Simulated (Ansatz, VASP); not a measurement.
# One calculation of Al12Cl, two programs

```xyz
13
Lattice="5.6315 0.0000 0.0000 0.0000 5.6315 0.0000 0.0000 0.0000 21.1496" Properties=species:S:1:pos:R:3 pbc="T T T"
Al    1.4079    1.4079    4.0000
Al    1.4079    4.2236    4.0000
Al    4.2236    1.4079    4.0000
Al    4.2236    4.2236    4.0000
Al    0.0000    0.0000    6.0721
Al    0.0000    2.8157    6.0721
Al    2.8157    0.0000    6.0721
Al    2.8157    2.8157    6.0721
Al    1.4079    1.4079    8.1496
Al    1.4079    4.2236    8.1496
Al    4.2236    1.4079    8.1496
Al    4.2236    4.2236    8.1496
Cl    1.4079    2.3464   11.1496
```

Alike in both runs: task single point; functional PBE; dispersion D3(BJ); k mesh 5 × 5 × 1; occupations gaussian, width 0.1 eV; no spin polarisation.

|  | VASP | Ansatz |
| --- | --- | --- |
| version | VASP 6.6.1 | Ansatz 0.2.0 |
| potentials or method | VASP PAW PBE potentials, release 64 (Al, Cl), cutoff 520 eV | scalar-relativistic, plane waves, PAW |
| valence electrons in the cell | 43 | 43 |

```tsv
	VASP	Ansatz	Ansatz less VASP
gap on the k mesh at the Fermi level (eV)	none	none	-
rms of the force components (eV/Å)	0.349	0.348	-0.0002
```

Atom by atom the forces differ by 0.001 eV/Å (rms over components). A gap of «none» marks a metal or a gap that the smearing closes.
